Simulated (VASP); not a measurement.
Runs of VASP 6.6.1 on Li2Se. The structure is that of space group Fm-3m (No. 225), or close to it. The cells are those of the table. 

```tsv
task	cell	gap on the mesh (eV)	pressure (GPa)
single point	a = 4.166 Å, angles 60.0°, 3 atoms	2.78	1.0
relaxation of cell and atoms	relaxed to 1 GPa from a = 4.204 Å, angles 60.0°, 3 atoms	2.78	1.0
single point	a = 3.857 Å, angles 60.0°, 3 atoms	2.46	(b)
single point	a = 3.940 Å, angles 60.0°, 3 atoms	2.57	10.1
relaxation of cell and atoms	relaxed to 2 GPa from a = 4.204 Å, angles 60.0°, 3 atoms	2.76	2.0
single point	a = 4.074 Å, angles 60.0°, 3 atoms	2.71	4.0
relaxation of cell and atoms	relaxed to 10 GPa from a = 4.204 Å, angles 60.0°, 3 atoms	2.57	10.0
relaxation of cell and atoms	relaxed to 7 GPa from a = 4.204 Å, angles 60.0°, 3 atoms	2.64	7.0
single point	a = 4.132 Å, angles 60.0°, 3 atoms	2.76	2.0
relaxation of cell and atoms	relaxed to 4 GPa from a = 4.204 Å, angles 60.0°, 3 atoms	2.71	4.0
single point	a = 3.999 Å, angles 60.0°, 3 atoms	(a)	7.1
relaxation of cell and atoms	relaxed to 15 GPa from a = 4.204 Å, angles 60.0°, 3 atoms	2.46	15.0
```

Alike in all rows: level PBEsol; potentials or basis VASP PAW PBE potentials, release 64 (Li_sv, Se); no spin polarisation; k mesh 6 × 6 × 6; cutoff (eV) 750; smearing gaussian 0.01 eV.

Q: Estimate the missing entries.

A: (a) 2.63; (b) 15.2.

Caveats: the PAW data sets were made with another functional, which shifts forces and pressure a little; the cell is relaxed towards a set pressure, so the enthalpy falls and the energy may rise (some runs).

A k mesh can miss the band edges, and the runs leave out spin-orbit coupling on Se.
